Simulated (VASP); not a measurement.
Write the native input for VASP 6.6.1 that does the following.

```
Task                   : single point
Functional             : PBEsol
Potentials or basis    : VASP PAW PBE potentials, release 64 (Hf_pv, C)
Cutoff                 : 520 eV
k mesh                 : 10 × 10 × 10
Occupations            : fermi-dirac, width 0.05 eV
Spin                   : no spin polarisation
Dipole correction      : no
Further INCAR settings : ALGO = Normal; EDIFF = 1e-06; NBANDS = 14
```

The structure of HfC lies in POSCAR:

```
HfC
1.0
    0.0000000000      2.2286520998      2.2286520998
    2.2286520998      0.0000000000      2.2286520998
    2.2286520998      2.2286520998      0.0000000000
Hf C
1 1
Direct
    0.5000000000      0.5000000000      0.5000000000
    0.0000000000      0.0000000000      0.0000000000
```

The input as run:

INCAR

```
SYSTEM = HfC
ALGO     = Normal         ! electronic algorithm
EDIFF    = 1E-6           ! SCF threshold, eV
ENCUT    = 520            ! plane-wave cutoff, eV
GGA      = PS             ! functional
ISIF     = 2              ! what is computed and relaxed
ISMEAR   = -1             ! smearing method
LASPH    = .TRUE.         ! aspherical terms in the spheres
LCHARG   = .FALSE.        ! write CHGCAR
LREAL    = .FALSE.        ! projectors in reciprocal space
LWAVE    = .FALSE.        ! write WAVECAR
NBANDS   = 14             ! bands
NELM     = 60             ! most SCF steps
PREC     = Accurate       ! precision mode
SIGMA    = 0.05           ! smearing width, eV
```

KPOINTS

```
k-points
0
G
  10 10 10
  0 0 0
```

Potentials or basis: VASP PAW PBE potentials, release 64 (Hf_pv, C).

Launch:

```sh
$ cat potpaw_PBE.64/Hf_pv/POTCAR potpaw_PBE.64/C/POTCAR > POTCAR
$ mpirun -np 1 vasp_std > vasp.out
```

Results of the run:

```json
{
 "Pressure": "30.3 GPa",
 "Band gap on the k mesh": "zero (band 7 reaches 7.92 eV, above the bottom of band 8 at 6.45 eV)"
}
```

Caveat: the PAW data sets were made with another functional, which shifts forces and pressure a little; spin-orbit coupling is left out, which moves the levels of the heavy elements.

Run time: 18 s on 1 thread of AMD EPYC 7R13 Processor (Zen 3), on a shared host, peak memory 0.12 GiB.
